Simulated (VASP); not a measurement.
Wanted: the native input for a VASP 6.6.1 run.

| Item | Value |
| --- | --- |
| Task | single point |
| Functional | r2SCAN |
| Dispersion | D4 |
| Potentials or basis | VASP PAW PBE potentials, release 64 (Zn, S) |
| Cutoff | 520 eV |
| k mesh | 8 × 8 × 5 |
| Occupations | fermi-dirac, width 0.05 eV |
| Spin | no spin polarisation |
| Dipole correction | no |
| Further INCAR settings | ALGO = Normal; EDIFF = 1e-06; NBANDS = 26 |

Crystal: ZnS.

```
CELL_PARAMETERS angstrom
3.86115 0.00000 0.00000
-1.93058 3.34385 0.00000
0.00000 0.00000 6.31604
ATOMIC_POSITIONS crystal
Zn 0.66667 0.33333 0.50000
Zn 0.33333 0.66667 0.00000
S 0.66667 0.33333 0.88500
S 0.33333 0.66667 0.38500
```

These files were run (other wordings do the same):

POSCAR

```
ZnS
1.0
    3.8611504880      0.0000000000      0.0000000000
   -1.9305752440      3.3438544104      0.0000000000
    0.0000000000      0.0000000000      6.3160357234
Zn S
2 2
Direct
    0.6666666667      0.3333333333      0.5000000000
    0.3333333333      0.6666666667      0.0000000000
    0.6666666667      0.3333333333      0.8850000000
    0.3333333333      0.6666666667      0.3850000000
```

INCAR.step1

```
ALGO = Normal ; EDIFF = 1E-4
ENCUT = 520 ; GGA = PE
ISMEAR = -1 ; LASPH = T
LCHARG = F ; LREAL = F
LWAVE = T ; NBANDS = 26
NELM = 80 ; PREC = Accurate
SIGMA = 0.05
```

INCAR.step2

```
ALGO = Normal ; EDIFF = 1E-6
ENCUT = 520 ; ISIF = 2
ISMEAR = -1 ; ISTART = 1
IVDW = 13 ; LASPH = T
LCHARG = F ; LMIXTAU = T
LREAL = F ; LWAVE = F
METAGGA = R2SCAN ; NBANDS = 26
NELM = 80 ; PREC = Accurate
SIGMA = 0.05 ; VDW_A1 = 0.51559235
VDW_A2 = 5.77342911 ; VDW_S6 = 1.0
VDW_S8 = 0.6018749
```

KPOINTS

```
k-points
0
Gamma
  8 8 5
```

Potentials or basis: VASP PAW PBE potentials, release 64 (Zn, S).

The run is started by

```bash
$ cat potpaw_PBE.64/Zn/POTCAR potpaw_PBE.64/S/POTCAR > POTCAR
$ cp INCAR.step1 INCAR
$ mpirun -np 1 vasp_std > vasp.out
$ cp INCAR.step2 INCAR
$ mpirun -np 1 vasp_std > vasp.out
```

Results of the run:

| Property | Result |
| --- | --- |
| Pressure | -3.5 GPa |
| Largest force | 0.261 eV/Å |
| Band gap on the k mesh | 2.63 eV |
| Dispersion energy per atom | -0.112 eV |

Caveat: the cell stands under tension; the PAW data sets were made with another functional, which shifts forces and pressure a little.

It took 3.5 min on 1 thread of Intel(R) Xeon(R) Platinum 8259CL CPU @ 2.50GHz (Skylake/Cascade Lake), with other jobs on the host, peak memory 0.23 GiB.
